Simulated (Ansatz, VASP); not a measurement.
One calculation of BaTe, two programs

```
Ba Te
1.0
     0.00000    3.47688    3.47688
     3.47688    0.00000    3.47688
     3.47688    3.47688    0.00000
Ba Te
1 1
Cartesian
  0.0000 0.0000 0.0000
  3.4769 3.4769 3.4769
```

Alike in both runs: task single point; functional LDA; k mesh 7 × 7 × 7; occupations fermi-dirac, width 0.05 eV; no spin polarisation.

```csv
,VASP,Ansatz
version,VASP 6.6.1,Ansatz 0.2.0
potentials or method,"VASP PAW LDA potentials, release 64 (Ba_sv, Te)",Ansatz PAW
plane-wave cutoff (eV),520,420
valence electrons in the cell,16,26
```

```csv
,VASP,Ansatz,Ansatz less VASP
gap on the k mesh at the Fermi level (eV),1.40,1.49,+0.094
least direct gap on the mesh (eV),1.78,1.85,+0.062
pressure (GPa),-0.8,-1.2,-0.40
```

LDA's correlation is that of Perdew and Zunger in VASP and of Perdew and Wang (1992) in Ansatz. VASP's potentials hold 16 valence electrons a cell and Ansatz's 26, so a difference there can come from the potentials and not from the codes.

Neither program's run includes spin-orbit coupling. Noted on Ansatz's run: odd divisions of the mesh miss points on the zone boundary, where band edges often lie, so the gap on the mesh can be too wide.
